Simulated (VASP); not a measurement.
Input of a VASP 6.6.1 run:

INCAR

```
ALGO = Fast
EDIFF = 1E-6
ENCUT = 520
GGA = PS
ISIF = 2
ISMEAR = 0
LASPH = True
LCHARG = False
LREAL = False
LWAVE = False
NBANDS = 10
NELM = 100
PREC = Accurate
SIGMA = 0.15
```

The input KPOINTS:

```
k-points
0
Gamma
  22 22 22
```

The input POSCAR:

```
Ir
1.0
    0.0000000000      1.9676925000      1.8237150000
    1.9676925000      0.0000000000      1.8237150000
    1.9676925000      1.9676925000      0.0000000000
Ir
1
Direct
    0.0000000000      0.0000000000      0.0000000000
```

Potentials or basis: VASP PAW PBE potentials, release 64 (Ir).

Run with:

```bash
$ cat potpaw_PBE.64/Ir/POTCAR > POTCAR
$ mpirun -np 1 vasp_std > vasp.out
```

**Question.** What does it give for the pressure?

**Answer.** 0.2 GPa.

Stress tensor (GPa, compression positive):
```
-8.79  0.00  0.00
 0.00 -8.79  0.00
 0.00  0.00 18.20
```

Caveat: the cell differs from its parent crystal (strain +0.025 along x and y, -0.050 along z); the PAW data sets were made with another functional, which shifts forces and pressure a little.
